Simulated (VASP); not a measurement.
# TiZnC4N4 (P-43m) in VASP: a series of runs

Runs on TiZnC4N4. Level: PBE. Tasks: single point.

Everything below comes from runs of VASP 6.6.1. Logs are shortened: lines on timing, memory, paths and dates and some standing lists are left out, and cuts for length are marked.

## 1. The cell of the first run

It takes space group P-43m (No. 215, cubic). The conventional cell has a = 5.909 Å, b = 5.909 Å, c = 5.909 Å, α = 90.00°, β = 90.00°, γ = 90.00°. Within 2.7 Å of Ti (site symmetry -43m) lie 4 N at 2.03 Å. Within 2.5 Å of Zn (site symmetry -43m) lie 4 C at 1.92 Å. C (site symmetry 3m) has 1 N at 1.17 Å within 1.6 Å. Within 1.6 Å of N (site symmetry 3m) lie 1 C at 1.17 Å.

## 2. Single point, PBE, collinear spin

Input file INCAR:

```
PREC = Accurate
ENCUT = 520
EDIFF = 1E-6
ISMEAR = 0
SIGMA = 0.1
LREAL = False
LASPH = True
NELM = 150
ALGO = Normal
ISIF = 2
LWAVE = False
LCHARG = True
ISPIN = 2
MAGMOM = 1 0 0 0 0 0 0 0 0 0
LORBIT = 11
LMAXMIX = 4
GGA = PE
LELF = True
LVHAR = True
NBANDS = 45
```

Input file KPOINTS:

```
Automatic mesh
0
Gamma
  4 4 4
```

Input file POSCAR:

```
TiZnC4N4
1.0
    5.9086026500      0.0000000000      0.0000000000
    0.0000000000      5.9086026500      0.0000000000
    0.0000000000      0.0000000000      5.9086026500
Ti Zn C N
1 1 4 4
Direct
    0.5000000000      0.5000000000      0.5000000000
    0.0000000000      0.0000000000      0.0000000000
    0.1873167900      0.1873167900      0.1873167900
    0.1873167900      0.8126832100      0.8126832100
    0.8126832100      0.1873167900      0.8126832100
    0.8126832100      0.8126832100      0.1873167900
    0.3016415900      0.3016415900      0.3016415900
    0.3016415900      0.6983584100      0.6983584100
    0.6983584100      0.3016415900      0.6983584100
    0.6983584100      0.6983584100      0.3016415900
```

Potentials or basis: VASP PAW PBE potentials, release 64 (Ti_sv, Zn, C, N).

Started as:

```console
$ cat potpaw_PBE.64/Ti_sv/POTCAR potpaw_PBE.64/Zn/POTCAR potpaw_PBE.64/C/POTCAR potpaw_PBE.64/N/POTCAR > POTCAR
$ mpirun -np 1 vasp_std > vasp.out
```

OUTCAR:

```text
PREC = Accurate
   ENCUT = 520
   EDIFF = 1E-6
   ISMEAR = 0
   LREAL = False
   LASPH = True
   NELM = 150
   ISIF = 2
   ISPIN = 2
   LORBIT = 11
   GGA = PE

 ion  position               nearest neighbor table
   1  0.500  0.500  0.500-   7 2.03   8 2.03   9 2.03  10 2.03
   2  0.000  0.000  0.000-   3 1.92   4 1.92   5 1.92   6 1.92
   3  0.187  0.187  0.187-   7 1.17   2 1.92
   4  0.187  0.813  0.813-   8 1.17   2 1.92
   5  0.813  0.187  0.813-   9 1.17   2 1.92
   6  0.813  0.813  0.187-  10 1.17   2 1.92
   7  0.302  0.302  0.302-   3 1.17   1 2.03
   8  0.302  0.698  0.698-   4 1.17   1 2.03
   9  0.698  0.302  0.698-   5 1.17   1 2.03
  10  0.698  0.698  0.302-   6 1.17   1 2.03

  LATTYP: Found a simple cubic cell.
 ALAT       =     5.9086026500

  Lattice vectors:

 A1 = (   5.9086026500,   0.0000000000,   0.0000000000)
 A2 = (   0.0000000000,   5.9086026500,   0.0000000000)
 A3 = (   0.0000000000,   0.0000000000,   5.9086026500)

Analysis of symmetry for initial positions (statically):
=====================================================================
 Subroutine PRICEL returns:
 Original cell was already a primitive cell.

 Routine SETGRP: Setting up the symmetry group for a
 simple cubic supercell.

 Subroutine GETGRP returns: Found 24 space group operations
 (whereof 24 operations were pure point group operations)
 out of a pool of 48 trial point group operations.

The static configuration has the point symmetry T_d .

Analysis of symmetry for dynamics (positions and initial velocities):
=====================================================================
 Subroutine PRICEL returns:
 Original cell was already a primitive cell.

 Routine SETGRP: Setting up the symmetry group for a
 simple cubic supercell.

 Subroutine GETGRP returns: Found 24 space group operations
 (whereof 24 operations were pure point group operations)
 out of a pool of 48 trial point group operations.

The dynamic configuration has the point symmetry T_d .

Analysis of structural, dynamic, and magnetic symmetry:
=====================================================================
 Subroutine PRICEL returns:
 Original cell was already a primitive cell.

 Routine SETGRP: Setting up the symmetry group for a
 simple cubic supercell.

 Subroutine GETGRP returns: Found 24 space group operations
 (whereof 24 operations were pure point group operations)
 out of a pool of 48 trial point group operations.

The overall configuration has the point symmetry T_d .

 Subroutine INISYM returns: Found 24 space group operations
 (whereof 24 operations are pure point group operations),
 and found     1 'primitive' translations

----------------------------------------------------------------------------------------

                                     Primitive cell

  volume of cell :     206.2787

  direct lattice vectors                    reciprocal lattice vectors
     5.908602650  0.000000000  0.000000000     0.169244754  0.000000000  0.000000000
     0.000000000  5.908602650  0.000000000     0.000000000  0.169244754  0.000000000
     0.000000000  0.000000000  5.908602650     0.000000000  0.000000000  0.169244754

  length of vectors
     5.908602650  5.908602650  5.908602650     0.169244754  0.169244754  0.169244754

  position of ions in fractional coordinates (direct lattice)
     0.500000000  0.500000000  0.500000000
     0.000000000  0.000000000  0.000000000
     0.187316790  0.187316790  0.187316790
     0.187316790  0.812683210  0.812683210
     0.812683210  0.187316790  0.812683210
     0.812683210  0.812683210  0.187316790
     0.301641590  0.301641590  0.301641590
     0.301641590  0.698358410  0.698358410
     0.698358410  0.301641590  0.698358410
     0.698358410  0.698358410  0.301641590

  ion indices of the primitive-cell ions
   primitive index   ion index
                 1           1
                 2           2
                 3           3
                 4           4
                 5           5
                 6           6
                 7           7
                 8           8
                 9           9
                10          10

----------------------------------------------------------------------------------------

 KPOINTS: Automatic mesh

Automatic generation of k-mesh.
 Grid dimensions read from file:
 generate k-points for:    4    4    4

 Generating k-lattice:

  Cartesian coordinates                     Fractional coordinates (reciprocal lattice)
     0.042311188  0.000000000  0.000000000     0.250000000  0.000000000  0.000000000
     0.000000000  0.042311188  0.000000000     0.000000000  0.250000000  0.000000000
     0.000000000  0.000000000  0.042311188     0.000000000  0.000000000  0.250000000

  Length of vectors
     0.042311188  0.042311188  0.042311188

  Shift w.r.t. Gamma in fractional coordinates (k-lattice)
     0.000000000  0.000000000  0.000000000

 Subroutine IBZKPT returns following result:
 ===========================================

 Found     10 irreducible k-points:

 Following reciprocal coordinates:
            Coordinates               Weight
  0.000000  0.000000  0.000000      1.000000
  0.250000  0.000000  0.000000      6.000000
  0.500000  0.000000  0.000000      3.000000
  0.250000  0.250000  0.000000     12.000000
  0.500000  0.250000  0.000000     12.000000
  0.500000  0.500000  0.000000      3.000000
  0.250000  0.250000  0.250000      8.000000
  0.500000  0.250000  0.250000     12.000000
  0.500000  0.500000  0.250000      6.000000
  0.500000  0.500000  0.500000      1.000000
   k-points           NKPTS =     10   k-points in BZ     NKDIM =     10   number of bands    NBANDS=     45
   number of dos      NEDOS =    301   number of ions     NIONS =     10
   total plane-waves  NPLWV = 110592
   dimension x,y,z NGX =    48 NGY =   48 NGZ =   48
   dimension x,y,z NGXF=    96 NGYF=   96 NGZF=   96
   ions per type =               1   1   4   4
   NGX,Y,Z   is equivalent  to a cutoff of  13.51, 13.51, 13.51 a.u.
   NGXF,Y,Z  is equivalent  to a cutoff of  27.01, 27.01, 27.01 a.u.
 SYSTEM =  unknown system
   PREC   = accura    normal or accurate (medium, high low for compatibility)
   ISTART =      0    job   : 0-new  1-cont  2-samecut
   ICHARG =      2    charge: 1-file 2-atom 10-const
   ISPIN  =      2    spin polarized calculation?
   LNONCOLLINEAR =      F non collinear calculations
   LSORBIT =      F    spin-orbit coupling
   LASPH  =      T    aspherical Exc in radial PAW
   ENCUT  =  520.0 eV  38.22 Ry    6.18 a.u.  10.99 10.99 10.99*2*pi/ulx,y,z
   NELM   =    150;   NELMIN=  2; NELMDL= -5     # of ELM steps
   EDIFF  = 0.1E-05   stopping-criterion for ELM
   LREAL  =      F    real-space projection
   EDIFFG = 0.1E-04   stopping-criterion for IOM
   NSW    =      0    number of steps for IOM
   IBRION =     -1    ionic relax: 0-MD 1-quasi-New 2-CG
   NFREE  =      0    steps in history (QN), initial steepest desc. (CG)
   ISIF   =      2    stress and relaxation
   ISYM   =      2    0-nonsym 1-usesym 2-fastsym
   POTIM  = 0.5000    time-step for ionic-motion
   TEBEG  =    0.0;   TEEND  =   0.0 temperature during run
   PSTRESS=    0.0 pullay stress
   NELECT =      60.0000    total number of electrons
   NUPDOWN=      -1.0000    fix difference up-down
   EMIN   =  10.00;   EMAX   =-10.00  energy-range for DOS
   EFERMI =   0.00;   METHOD = LEGACY
   ISMEAR =     0;   SIGMA  =   0.10  broadening in eV -4-tet -1-fermi 0-gaus
   EFERMI_NEDOS =   21; number of points for ismear=-14 and -15
   IALGO  =     38    algorithm
   IMIX   =      4    mixing-type and parameters
     AMIX     =   0.40;   BMIX     =  1.00
     AMIX_MAG =   1.60;   BMIX_MAG =  1.00
  volume/ion in A,a.u.               =      20.63       139.20
  Fermi-wavevector in a.u.,A,eV,Ry     =   1.084694  2.049774 16.008077  1.176560
  Thomas-Fermi vector in A             =   2.220790
   LORBIT       =     11    0 simple, 1 ext, 2 COOP (PROOUT), +10 PAW based schemes
   GGA     = PE    functional components
   LHFCALC =     F    Hartree Fock is set to
   AEXX    =    0.0000 exact exchange contribution
   IVDW    =     0    specifies the selected vdW correction
   LEPSILON=     F    determine dielectric tensor
   LRPA    =     F    only Hartree local field effects (RPA)
 spin polarized calculation
 Gauss-broadening in eV      SIGMA  =   0.10
  energy-cutoff  :      520.00
  volume of cell :      206.28
 maximum number of plane-waves:      5590
 NGX is ok and might be reduce to    48
   NGX = 21   NGY = 21   NGZ = 21

 number of electron      59.9999993 magnetization       1.9999854

 Free energy of the ion-electron system (eV)
  ---------------------------------------------------
  ext. energy  EPLUGINS =         0.00000000
  ---------------------------------------------------
  free energy    TOTEN  =       -77.60002178 eV

  energy without entropy =      -77.60002166  energy(sigma->0) =      -77.60002172

 E-fermi :   0.9229     XC(G=0):  -7.1218

 val. band max:        0.6050340015   @ k =   0.5000   0.0000   0.0000
 cond. band min:       1.2392115141   @ k =   0.0000   0.0000   0.0000
 fundamental gap:      0.6341775127
 Fermi energy:         0.9229348294

 spin component 1

 k-point     1 :       0.0000    0.0000    0.0000
  band No.  band energies     occupation
      1     -57.0639      1.00000
      2     -33.3958      1.00000
      3     -33.3958      1.00000
      4     -33.3957      1.00000
      5     -18.6043      1.00000
      6     -18.4839      1.00000
[... 34 lines left out ...]
     41       4.4845      0.00000
     42       4.4845      0.00000
[... 363 lines left out ...]
      1     -57.0639      1.00000
      2     -33.3958      1.00000
      3     -33.3958      1.00000
      4     -33.3958      1.00000
      5     -18.5521      1.00000
      6     -18.5000      1.00000
[... 34 lines left out ...]
     41       4.3692      0.00000
     42       4.3692      0.00000
 Fermi energy:         0.9229348294

 spin component 2

 k-point     1 :       0.0000    0.0000    0.0000
  band No.  band energies     occupation
      1     -55.8119      1.00000
      2     -32.1471      1.00000
      3     -32.1471      1.00000
      4     -32.1471      1.00000
      5     -18.5825      1.00000
      6     -18.4643      1.00000
[... 34 lines left out ...]
     41       4.6425      0.00000
     42       4.8393      0.00000
[... 363 lines left out ...]
      1     -55.8119      1.00000
      2     -32.1472      1.00000
      3     -32.1472      1.00000
      4     -32.1471      1.00000
      5     -18.5307      1.00000
      6     -18.4802      1.00000
[... 34 lines left out ...]
     41       4.9612      0.00000
     42       4.9612      0.00000
 [bands above 42 left out]

------------------------ aborting loop because EDIFF is reached ----------------------------------------

  FORCE on cell =-STRESS in cart. coord.  units (eV):
  Direction    XX          YY          ZZ          XY          YZ          ZX
  --------------------------------------------------------------------------------------
  -------------------------------------------------------------------------------------
  Total        4.3747974      4.3747974      4.3747974     -0.0000000     -0.0000000     -0.0000000
  in kB       33.9792804     33.9792804     33.9792804     -0.0000000     -0.0000000     -0.0000000
  external PRESSURE =      33.9792804 kB  Pullay stress =       0.0000000 kB

 VOLUME and BASIS-vectors are now :
 -----------------------------------------------------------------------------
  energy-cutoff  :      520.00
  volume of cell :      206.28
      direct lattice vectors                 reciprocal lattice vectors
     5.908602650  0.000000000  0.000000000     0.169244754  0.000000000  0.000000000
     0.000000000  5.908602650  0.000000000     0.000000000  0.169244754  0.000000000
     0.000000000  0.000000000  5.908602650     0.000000000  0.000000000  0.169244754

 POSITION                                       TOTAL-FORCE (eV/Angst)
 -----------------------------------------------------------------------------------
      2.95430      2.95430      2.95430        -0.000000     -0.000000      0.000000
      0.00000      0.00000      0.00000        -0.000000     -0.000000      0.000000
      1.10678      1.10678      1.10678         0.256728      0.256728      0.256728
      1.10678      4.80182      4.80182         0.256728     -0.256728     -0.256728
      4.80182      1.10678      4.80182        -0.256728      0.256728     -0.256728
      4.80182      4.80182      1.10678        -0.256728     -0.256728      0.256728
      1.78228      1.78228      1.78228         0.309150      0.309150      0.309150
      1.78228      4.12632      4.12632         0.309150     -0.309150     -0.309150
      4.12632      1.78228      4.12632        -0.309150      0.309150     -0.309150
      4.12632      4.12632      1.78228        -0.309150     -0.309150      0.309150
 -----------------------------------------------------------------------------------
    total drift:                                0.000000      0.000000      0.000000

  FREE ENERGIE OF THE ION-ELECTRON SYSTEM (eV)
  ---------------------------------------------------
  free  energy   TOTEN  =       -77.6000217793 eV

  energy  without entropy=      -77.6000216591  energy(sigma->0) =      -77.60002172

 total charge

# of ion       s       p       d       tot
------------------------------------------
    1        2.167   6.133   1.986  10.286
    2        0.587   0.841   9.787  11.215
    3        0.964   1.631   0.000   2.594
    4        0.964   1.631   0.000   2.594
    5        0.964   1.631   0.000   2.594
    6        0.964   1.631   0.000   2.594
    7        1.306   2.614   0.000   3.920
    8        1.306   2.614   0.000   3.920
    9        1.306   2.614   0.000   3.920
   10        1.306   2.614   0.000   3.920
--------------------------------------------------
tot         11.832  23.953  11.774  47.558

 magnetization (x)

# of ion       s       p       d       tot
------------------------------------------
    1        0.009   0.008   1.304   1.321
    2       -0.004  -0.007   0.020   0.009
    3        0.005   0.069   0.000   0.074
    4        0.005   0.069   0.000   0.074
    5        0.005   0.069   0.000   0.074
    6        0.005   0.069   0.000   0.074
    7       -0.004  -0.033   0.000  -0.037
    8       -0.004  -0.033   0.000  -0.037
    9       -0.004  -0.033   0.000  -0.037
   10       -0.004  -0.033   0.000  -0.037
--------------------------------------------------
tot          0.008   0.148   1.324   1.480
```

Wall time 5 min (1 thread of Intel Xeon Platinum 8259CL at 2.50GHz (Skylake/Cascade Lake), shared host); peak memory 0.49 GiB.

What came out:

```yaml
Free_energy: -77.6000 eV
Pressure: 3.4 GPa
Largest_force: 0.535 eV/Å
Band_gap_on_the_k_mesh: 0.63 eV (least direct gap 0.83 eV)
Net_moment: 2.00 μB per cell
Site_moments: Ti +1.32; Zn +0.01; C +0.07; N -0.04 μB
Valence_electrons_inside_the_program's_atomic_spheres: Ti 10.29; Zn 11.21; C 2.59; N 3.92
```

Forces in eV/Å, atoms in the order of the input:
```
Ti   0.000  0.000  0.000
Zn   0.000  0.000  0.000
C    0.257  0.257  0.257
C    0.257 -0.257 -0.257
C   -0.257  0.257 -0.257
C   -0.257 -0.257  0.257
N    0.309  0.309  0.309
N    0.309 -0.309 -0.309
N   -0.309  0.309 -0.309
N   -0.309 -0.309  0.309
```

Caveat: the cell stands under pressure; semilocal functionals underestimate gaps, and a narrow one can read as zero. A k mesh can miss the band edges.

## 3. Single point, PBE, collinear spin

This run uses another cell than the first one, of 21.78 Å³/atom.

Input file INCAR:

```
PREC = Accurate
ENCUT = 520
EDIFF = 1E-7
ISMEAR = 0
SIGMA = 0.1
LREAL = F
LASPH = T
NELM = 150
ALGO = Normal
ISIF = 2
LWAVE = F
LCHARG = F
ISPIN = 2
MAGMOM = 1 0 0 0 0 0 0 0 0 0
LORBIT = 11
LMAXMIX = 4
GGA = PE
NBANDS = 45
```

Input file KPOINTS:

```
regular mesh
0
Gamma
  4 4 4
```

Input file POSCAR:

```
TiZnC4N4
1.0
    6.0165422248      0.0000000000      0.0000000000
    0.0000000000      6.0165422248      0.0000000000
    0.0000000000      0.0000000000      6.0165422248
Ti Zn C N
1 1 4 4
Direct
    0.5000000000      0.5000000000      0.5000000000
    0.0000000000      0.0000000000      0.0000000000
    0.1917275171      0.1917275171      0.1917275171
    0.1917275171      0.8082724829      0.8082724829
    0.8082724829      0.1917275171      0.8082724829
    0.8082724829      0.8082724829      0.1917275171
    0.3041820313      0.3041820313      0.3041820313
    0.3041820313      0.6958179687      0.6958179687
    0.6958179687      0.3041820313      0.6958179687
    0.6958179687      0.6958179687      0.3041820313
```

Potentials or basis: VASP PAW PBE potentials, release 64 (Ti_sv, Zn, C, N).

Started as:

```console
$ cat potpaw_PBE.64/Ti_sv/POTCAR potpaw_PBE.64/Zn/POTCAR potpaw_PBE.64/C/POTCAR potpaw_PBE.64/N/POTCAR > POTCAR
$ mpirun -np 1 vasp_std > vasp.out
```

It took 5.3 min on 1 thread of Intel Xeon Platinum 8259CL at 2.50GHz (Skylake/Cascade Lake), shared host; peak memory 0.48 GiB.

It converged, with:

```yaml
Free_energy: -77.8079 eV
Pressure: 0.8 GPa
Largest_force: 0.377 eV/Å
Band_gap_on_the_k_mesh: 0.68 eV (least direct gap 0.85 eV)
Net_moment: 2.00 μB per cell
Site_moments: Ti +1.33; Zn +0.01; C +0.07; N -0.04 μB
Valence_electrons_inside_the_program's_atomic_spheres: Ti 10.27; Zn 10.99; C 2.57; N 3.91
```

Forces in eV/Å, atoms in the order of the input:
```
Ti   0.000  0.000  0.000
Zn   0.000  0.000  0.000
C   -0.167 -0.167 -0.167
C   -0.167  0.167  0.167
C    0.167 -0.167  0.167
C    0.167  0.167 -0.167
N    0.217  0.217  0.217
N    0.217 -0.217 -0.217
N   -0.217  0.217 -0.217
N   -0.217 -0.217  0.217
```

Levels at points of the mesh, in eV from the valence-band top:
Spin up:
```
           k point  band 29  band 30  band 31  band 32  band 33  band 34
(0.00, 0.00, 0.00)    -4.32    -0.17    -0.17     0.68     0.68     0.68
(0.50, 0.00, 0.00)    -4.30    -0.21     0.00     1.08     1.13     1.13
(0.50, 0.50, 0.00)    -4.28    -0.17    -0.03     1.05     1.35     1.35
(0.50, 0.50, 0.50)    -4.37    -0.15    -0.15     1.06     1.06     1.06
```
Spin down:
```csv
k point,band 25,band 26,band 27,band 28,band 29,band 30,band 31,band 32,band 33,band 34
"(0.00, 0.00, 0.00)",-4.97,-4.97,-4.24,-4.24,-4.24,1.05,1.05,1.05,1.15,1.15
"(0.50, 0.00, 0.00)",-5.09,-5.09,-4.32,-4.22,-4.22,1.03,1.51,1.52,1.54,1.54
"(0.50, 0.50, 0.00)",-5.10,-4.83,-4.39,-4.20,-4.20,1.08,1.45,1.48,1.84,1.84
"(0.50, 0.50, 0.50)",-4.86,-4.86,-4.28,-4.28,-4.28,1.19,1.19,1.48,1.48,1.48
```

Caveat: semilocal functionals underestimate gaps, and a narrow one can read as zero.
